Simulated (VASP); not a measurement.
# Mo (Im-3m) in VASP: a series of runs, part 2 of 2

VASP 6.6.1. The steps go on from the part before.

## 5. Single point, LDA, non-collinear spin, zero start, spin-orbit coupling

File INCAR:

```
SYSTEM = Mo
  PREC = Accurate
  ENCUT = 520
  EDIFF = 1E-6
  ISMEAR = -1
  SIGMA = 0.1
  LREAL = .FALSE.
  LASPH = .TRUE.
  NELM = 150
  ALGO = Normal
  ISIF = 2
  LWAVE = .FALSE.
  LCHARG = .FALSE.
  MAGMOM = 0 0 0
  LORBIT = 11
  LSORBIT = .TRUE.
  GGA_COMPAT = .FALSE.
  LORBMOM = .TRUE.
  LMAXMIX = 4
  NBANDS = 25
```

File KPOINTS:

```
Automatic mesh
0
G
  14 14 14
  0 0 0
```

File POSCAR:

```
Mo
1.0
   -1.5565653770      1.5565653770      1.5565653770
    1.5565653770     -1.5565653770      1.5565653770
    1.5565653770      1.5565653770     -1.5565653770
Mo
1
Direct
    0.0000000000      0.0000000000      0.0000000000
```

Potentials or basis: VASP PAW LDA potentials, release 64 (Mo_sv).

Launch:

```sh
> cat potpaw_LDA.64/Mo_sv/POTCAR > POTCAR
> mpirun -np 1 vasp_ncl > vasp.out
```

OUTCAR:

```text
SYSTEM = Mo
   PREC = Accurate
   ENCUT = 520
   EDIFF = 1E-6
   ISMEAR = -1
   LREAL = .FALSE.
   LASPH = .TRUE.
   NELM = 150
   ISIF = 2
   LORBIT = 11
   LSORBIT = .TRUE.

 ion  position               nearest neighbor table
   1  0.000  0.000  0.000-

  LATTYP: Found a body centered cubic cell.
 ALAT       =     3.1131307540

  Lattice vectors:

 A1 = (  -1.5565653770,   1.5565653770,   1.5565653770)
 A2 = (   1.5565653770,  -1.5565653770,   1.5565653770)
 A3 = (   1.5565653770,   1.5565653770,  -1.5565653770)

Analysis of symmetry for initial positions (statically):
=====================================================================
 Subroutine PRICEL returns:
 Original cell was already a primitive cell.

 Routine SETGRP: Setting up the symmetry group for a
 body centered cubic supercell.

 Subroutine GETGRP returns: Found 48 space group operations
 (whereof 48 operations were pure point group operations)
 out of a pool of 48 trial point group operations.

The static configuration has the point symmetry O_h .

Analysis of symmetry for dynamics (positions and initial velocities):
=====================================================================
 Subroutine PRICEL returns:
 Original cell was already a primitive cell.

 Routine SETGRP: Setting up the symmetry group for a
 body centered cubic supercell.

 Subroutine GETGRP returns: Found 48 space group operations
 (whereof 48 operations were pure point group operations)
 out of a pool of 48 trial point group operations.

The dynamic configuration has the point symmetry O_h .

Analysis of structural, dynamic, and magnetic symmetry:
=====================================================================
 Subroutine PRICEL returns:
 Original cell was already a primitive cell.

 Routine SETGRP: Setting up the symmetry group for a
 body centered cubic supercell.

 Subroutine GETGRP returns: Found 48 space group operations
[... 841 lines left out ...]
  in kB       13.2503366     13.2503366     13.2503366     -0.0000000      0.0000000      0.0000000
  external PRESSURE =      13.2503366 kB  Pullay stress =       0.0000000 kB

 VOLUME and BASIS-vectors are now :
 -----------------------------------------------------------------------------
  energy-cutoff  :      520.00
  volume of cell :       15.09
      direct lattice vectors                 reciprocal lattice vectors
    -1.556565377  1.556565377  1.556565377     0.000000000  0.321220045  0.321220045
     1.556565377 -1.556565377  1.556565377     0.321220045  0.000000000  0.321220045
     1.556565377  1.556565377 -1.556565377     0.321220045  0.321220045  0.000000000

 POSITION                                       TOTAL-FORCE (eV/Angst)
 -----------------------------------------------------------------------------------
      0.00000      0.00000      0.00000         0.000000     -0.000000      0.000000
 -----------------------------------------------------------------------------------
    total drift:                                0.000000     -0.000000      0.000000

  FREE ENERGIE OF THE ION-ELECTRON SYSTEM (eV)
  ---------------------------------------------------
  free  energy   TOTEN  =       -12.2376163619 eV

  energy  without entropy=      -12.2079832937  energy(sigma->0) =      -12.22279983

 orbital moment (x)

 # of ion     p       d       tot
 ----------------------------------------
  1         0.000  -0.000  -0.000
 ----------------------------------------
            0.000  -0.000  -0.000

 orbital moment (y)

 # of ion     p       d       tot
 ----------------------------------------
  1        -0.000   0.000   0.000
 ----------------------------------------
           -0.000   0.000   0.000

 orbital moment (z)

 # of ion     p       d       tot
 ----------------------------------------
  1         0.000   0.000   0.000
 ----------------------------------------
            0.000   0.000   0.000

 Spin-Orbit-Coupling matrix elements

 Ion:    1  E_soc:     -0.2132438
 l=   1
     0.0000000    -0.0313677    -0.0313677
    -0.0313677     0.0000000    -0.0313677
    -0.0313677    -0.0313677     0.0000000
 l=   2
     0.0000000    -0.0010561     0.0000000    -0.0010561    -0.0031168
    -0.0010561     0.0000000    -0.0023376    -0.0010561    -0.0007792
     0.0000000    -0.0023376     0.0000000    -0.0023376     0.0000000
    -0.0010561    -0.0010561    -0.0023376     0.0000000    -0.0007792
    -0.0031168    -0.0007792     0.0000000    -0.0007792     0.0000000
 l=   3
     0.0000000     0.0000000     0.0000000     0.0000000     0.0000000     0.0000000     0.0000000
     0.0000000     0.0000000     0.0000000     0.0000000     0.0000000     0.0000000     0.0000000
     0.0000000     0.0000000     0.0000000     0.0000000     0.0000000     0.0000000     0.0000000
     0.0000000     0.0000000     0.0000000     0.0000000     0.0000000     0.0000000     0.0000000
     0.0000000     0.0000000     0.0000000     0.0000000     0.0000000     0.0000000     0.0000000
     0.0000000     0.0000000     0.0000000     0.0000000     0.0000000     0.0000000     0.0000000
     0.0000000     0.0000000     0.0000000     0.0000000     0.0000000     0.0000000     0.0000000

 total charge

# of ion       s       p       d       tot
------------------------------------------
    1        2.399   6.222   3.985  12.605

 magnetization (x)

# of ion       s       p       d       tot
------------------------------------------
    1       -0.000   0.000  -0.000  -0.000

 magnetization (y)

# of ion       s       p       d       tot
------------------------------------------
    1        0.000   0.000   0.000   0.000

 magnetization (z)

# of ion       s       p       d       tot
------------------------------------------
    1        0.000   0.000   0.000   0.000
```

OSZICAR:

```text
N       E                     dE             d eps       ncg     rms          rms(c)
DAV:   1     0.139808282294E+03    0.13981E+03   -0.79217E+03  5208   0.118E+03
DAV:   2    -0.101825410520E+02   -0.14999E+03   -0.14488E+03  5758   0.390E+02
DAV:   3    -0.129461260901E+02   -0.27636E+01   -0.27419E+01  5904   0.562E+01
DAV:   4    -0.129563974082E+02   -0.10271E-01   -0.10270E-01  5767   0.367E+00
DAV:   5    -0.129564828837E+02   -0.85476E-04   -0.85476E-04  5946   0.297E-01    0.169E+01
DAV:   6    -0.123390904574E+02    0.61739E+00   -0.75969E-01  5493   0.112E+01    0.450E+00
DAV:   7    -0.122443493122E+02    0.94741E-01   -0.15169E-01  5880   0.460E+00    0.109E+00
DAV:   8    -0.122388862696E+02    0.54630E-02   -0.32741E-03  5448   0.728E-01    0.770E-01
DAV:   9    -0.122376019577E+02    0.12843E-02   -0.80118E-04  5896   0.369E-01    0.117E-01
DAV:  10    -0.122376094634E+02   -0.75056E-05   -0.21706E-05  6544   0.573E-02    0.544E-02
DAV:  11    -0.122376163579E+02   -0.68945E-05   -0.39628E-06  5581   0.227E-02    0.159E-03
DAV:  12    -0.122376163619E+02   -0.39702E-08   -0.63844E-08  3007   0.315E-03
   1 F= -.12237616E+02 E0= -.12222800E+02  d E =-.296331E-01  mag=     0.0000     0.0000     0.0000
```

stdout:

```text
POSCAR found type information on POSCAR Mo
 POSCAR found :  1 types and       1 ions
 scaLAPACK will be used
 LDA part: xc-table for (Slater(with rela. corr.)+CA(PZ))
 , standard interpolation
 POSCAR, INCAR and KPOINTS ok, starting setup
 FFT: planning ... GRIDC
 FFT: planning ... GRID_SOFT
 FFT: planning ... GRID
 WAVECAR not read
 entering main loop
```

Run time: 58 s. Hardware: 1 thread of Intel Xeon 6975P-C (Granite Rapids), shared host; peak memory 0.17 GiB.

What came out:

* Free energy: -12.2376 eV
* Pressure: 1.3 GPa
* Net moment: 0.00 μB per cell
* Valence electrons inside the program's atomic spheres: Mo 12.61

Moments on the atoms (μB; x, y, z):
```
Mo  0.00 0.00 0.00
```

## 6. Single point, LDA, non-collinear spin, zero start, spin-orbit coupling

File INCAR:

```
ALGO = Normal ; EDIFF = 1E-6
ENCUT = 520 ; GGA_COMPAT = F
ISIF = 2 ; ISMEAR = -1
LASPH = T ; LCHARG = F
LMAXMIX = 4 ; LNONCOLLINEAR = T
LORBIT = 11 ; LORBMOM = T
LREAL = F ; LSORBIT = T
LWAVE = F ; MAGMOM = 0 0 0
NBANDS = 25 ; NELM = 150
PREC = Accurate ; SIGMA = 0.1
```

File KPOINTS:

```
k-points
0
Gamma
  14 14 14
```

POSCAR is that of step 5.

Potentials or basis: VASP PAW LDA potentials, release 64 (Mo_sv).

Launch:

```sh
> cat potpaw_LDA.64/Mo_sv/POTCAR > POTCAR
> mpirun -np 1 vasp_ncl > vasp.out
```

OUTCAR:

```text
EDIFF = 1E-6
   ENCUT = 520
   ISIF = 2
   ISMEAR = -1
   LASPH = T
   LNONCOLLINEAR = T
   LORBIT = 11
   LREAL = F
   LSORBIT = T
   NELM = 150
   PREC = Accurate

 ion  position               nearest neighbor table
   1  0.000  0.000  0.000-

  LATTYP: Found a body centered cubic cell.
 ALAT       =     3.1131307540

  Lattice vectors:

 A1 = (  -1.5565653770,   1.5565653770,   1.5565653770)
 A2 = (   1.5565653770,  -1.5565653770,   1.5565653770)
 A3 = (   1.5565653770,   1.5565653770,  -1.5565653770)

Analysis of symmetry for initial positions (statically):
=====================================================================
 Subroutine PRICEL returns:
 Original cell was already a primitive cell.

 Routine SETGRP: Setting up the symmetry group for a
 body centered cubic supercell.

 Subroutine GETGRP returns: Found 48 space group operations
 (whereof 48 operations were pure point group operations)
 out of a pool of 48 trial point group operations.

The static configuration has the point symmetry O_h .

Analysis of symmetry for dynamics (positions and initial velocities):
=====================================================================
 Subroutine PRICEL returns:
 Original cell was already a primitive cell.

 Routine SETGRP: Setting up the symmetry group for a
 body centered cubic supercell.

 Subroutine GETGRP returns: Found 48 space group operations
 (whereof 48 operations were pure point group operations)
 out of a pool of 48 trial point group operations.

The dynamic configuration has the point symmetry O_h .

Analysis of structural, dynamic, and magnetic symmetry:
=====================================================================
 Subroutine PRICEL returns:
 Original cell was already a primitive cell.

 Routine SETGRP: Setting up the symmetry group for a
 body centered cubic supercell.
[... 842 lines left out ...]
  Total        0.1247609      0.1247609      0.1247609     -0.0000000      0.0000000      0.0000000
  in kB       13.2503366     13.2503366     13.2503366     -0.0000000      0.0000000      0.0000000
  external PRESSURE =      13.2503366 kB  Pullay stress =       0.0000000 kB

 VOLUME and BASIS-vectors are now :
 -----------------------------------------------------------------------------
  energy-cutoff  :      520.00
  volume of cell :       15.09
      direct lattice vectors                 reciprocal lattice vectors
    -1.556565377  1.556565377  1.556565377     0.000000000  0.321220045  0.321220045
     1.556565377 -1.556565377  1.556565377     0.321220045  0.000000000  0.321220045
     1.556565377  1.556565377 -1.556565377     0.321220045  0.321220045  0.000000000

 POSITION                                       TOTAL-FORCE (eV/Angst)
 -----------------------------------------------------------------------------------
      0.00000      0.00000      0.00000         0.000000     -0.000000      0.000000
 -----------------------------------------------------------------------------------
    total drift:                                0.000000     -0.000000      0.000000

  FREE ENERGIE OF THE ION-ELECTRON SYSTEM (eV)
  ---------------------------------------------------
  free  energy   TOTEN  =       -12.2376163619 eV

  energy  without entropy=      -12.2079832937  energy(sigma->0) =      -12.22279983

 orbital moment (x)

 # of ion     p       d       tot
 ----------------------------------------
  1         0.000  -0.000  -0.000
 ----------------------------------------
            0.000  -0.000  -0.000

 orbital moment (y)

 # of ion     p       d       tot
 ----------------------------------------
  1        -0.000   0.000   0.000
 ----------------------------------------
           -0.000   0.000   0.000

 orbital moment (z)

 # of ion     p       d       tot
 ----------------------------------------
  1         0.000   0.000   0.000
 ----------------------------------------
            0.000   0.000   0.000

 Spin-Orbit-Coupling matrix elements

 Ion:    1  E_soc:     -0.2132438
 l=   1
     0.0000000    -0.0313677    -0.0313677
    -0.0313677     0.0000000    -0.0313677
    -0.0313677    -0.0313677     0.0000000
 l=   2
     0.0000000    -0.0010561     0.0000000    -0.0010561    -0.0031168
    -0.0010561     0.0000000    -0.0023376    -0.0010561    -0.0007792
     0.0000000    -0.0023376     0.0000000    -0.0023376     0.0000000
    -0.0010561    -0.0010561    -0.0023376     0.0000000    -0.0007792
    -0.0031168    -0.0007792     0.0000000    -0.0007792     0.0000000
 l=   3
     0.0000000     0.0000000     0.0000000     0.0000000     0.0000000     0.0000000     0.0000000
     0.0000000     0.0000000     0.0000000     0.0000000     0.0000000     0.0000000     0.0000000
     0.0000000     0.0000000     0.0000000     0.0000000     0.0000000     0.0000000     0.0000000
     0.0000000     0.0000000     0.0000000     0.0000000     0.0000000     0.0000000     0.0000000
     0.0000000     0.0000000     0.0000000     0.0000000     0.0000000     0.0000000     0.0000000
     0.0000000     0.0000000     0.0000000     0.0000000     0.0000000     0.0000000     0.0000000
     0.0000000     0.0000000     0.0000000     0.0000000     0.0000000     0.0000000     0.0000000

 total charge

# of ion       s       p       d       tot
------------------------------------------
    1        2.399   6.222   3.985  12.605

 magnetization (x)

# of ion       s       p       d       tot
------------------------------------------
    1       -0.000   0.000  -0.000  -0.000

 magnetization (y)

# of ion       s       p       d       tot
------------------------------------------
    1        0.000   0.000   0.000   0.000

 magnetization (z)

# of ion       s       p       d       tot
------------------------------------------
    1        0.000   0.000   0.000   0.000
```

Wall time 60 s (1 thread of Intel Xeon 6975P-C (Granite Rapids), shared host); peak memory 0.17 GiB.

What came out:

```yaml
Free_energy: -12.2376 eV
Pressure: 1.3 GPa
Net_moment: 0.00 μB per cell
Valence_electrons_inside_the_program's_atomic_spheres: Mo 12.61
```

Moments on the atoms (μB; x, y, z):
```
Mo  0.00 0.00 0.00
```

## 7. Overview

| task | spin | cell | cutoff (eV) | gap on the mesh (eV) | pressure (GPa) |
| --- | --- | --- | --- | --- | --- |
| single point | off | a = 2.696 Å, angles 109.5°, 1 atom | 520 | none | 1.2 |
| relaxation of cell and atoms | off | relaxed from a = 2.725 Å, angles 109.5°, 1 atom | 600 | none | 0.0 |
| single point | non-collinear, zero start, SOC | a = 2.696 Å, angles 109.5°, 1 atom | 520 | - | 1.3 |

Alike in all rows: level LDA; potentials or basis VASP PAW LDA potentials, release 64 (Mo_sv); k mesh 14 × 14 × 14; smearing fermi-dirac 0.1 eV.

Absolute energies hang on the potentials; compare differences alone.
